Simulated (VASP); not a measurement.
Set up this calculation in VASP 6.6.1, as the native input.

```yaml
Task: single point
Functional: r2SCAN
Potentials_or_basis: VASP PAW PBE potentials, release 64 (Ru_pv, Cl)
Cutoff: 520 eV
k_mesh: 6 × 6 × 3
Occupations: fermi-dirac, width 0.1 eV
Spin: no spin polarisation
Dipole_correction: no
Further_INCAR_settings: ALGO = Normal; EDIFF = 1e-06; NBANDS = 21
```

Crystal: RuCl2.

```
CELL_PARAMETERS angstrom
1.81505 3.14376 0.00000
-1.81505 3.14376 0.00000
0.00000 0.00000 5.80716
ATOMIC_POSITIONS crystal
Ru 0.00000 0.00000 0.00000
Cl 0.33333 0.33334 0.23900
Cl 0.66667 0.66666 0.76100
```

These files were run (other wordings do the same):

POSCAR

```
RuCl2
1.0
    1.8150528700      3.1437623500      0.0000000000
   -1.8150528700      3.1437623500      0.0000000000
    0.0000000000      0.0000000000      5.8071553600
Ru Cl
1 2
Direct
    0.0000000000      0.0000000000      0.0000000000
    0.3333300000      0.3333400000      0.2390000000
    0.6666700000      0.6666600000      0.7610000000
```

INCAR.step1

```
SYSTEM = RuCl2
ALGO = Normal ; EDIFF = 1E-4
ENCUT = 520 ; GGA = PE
ISMEAR = -1 ; LASPH = .TRUE.
LCHARG = .FALSE. ; LREAL = .FALSE.
LWAVE = .TRUE. ; NBANDS = 21
NELM = 100 ; PREC = Accurate
SIGMA = 0.1
```

INCAR.step2

```
SYSTEM = RuCl2
ALGO = Normal ; EDIFF = 1E-6
ENCUT = 520 ; ISIF = 2
ISMEAR = -1 ; ISTART = 1
LASPH = .TRUE. ; LCHARG = .FALSE.
LMIXTAU = .TRUE. ; LREAL = .FALSE.
LWAVE = .FALSE. ; METAGGA = R2SCAN
NBANDS = 21 ; NELM = 100
PREC = Accurate ; SIGMA = 0.1
```

KPOINTS

```
k-points
0
G
  6 6 3
  0 0 0
```

Potentials or basis: VASP PAW PBE potentials, release 64 (Ru_pv, Cl).

Command:

```bash
$ cat potpaw_PBE.64/Ru_pv/POTCAR potpaw_PBE.64/Cl/POTCAR > POTCAR
$ cp INCAR.step1 INCAR
$ mpirun -np 1 vasp_std > vasp.out
$ cp INCAR.step2 INCAR
$ mpirun -np 1 vasp_std > vasp.out
```

It gave:

```
Pressure               : -7.7 GPa
Largest force          : 1.298 eV/Å
Band gap on the k mesh : 1.40 eV, indirect (least direct gap 1.53 eV)
```

Caveat: the PAW data sets were made with another functional, which shifts forces and pressure a little.

It took 110 s on 1 thread of Intel(R) Xeon(R) Platinum 8488C (Sapphire Rapids) (shared host), peak memory 0.21 GiB.
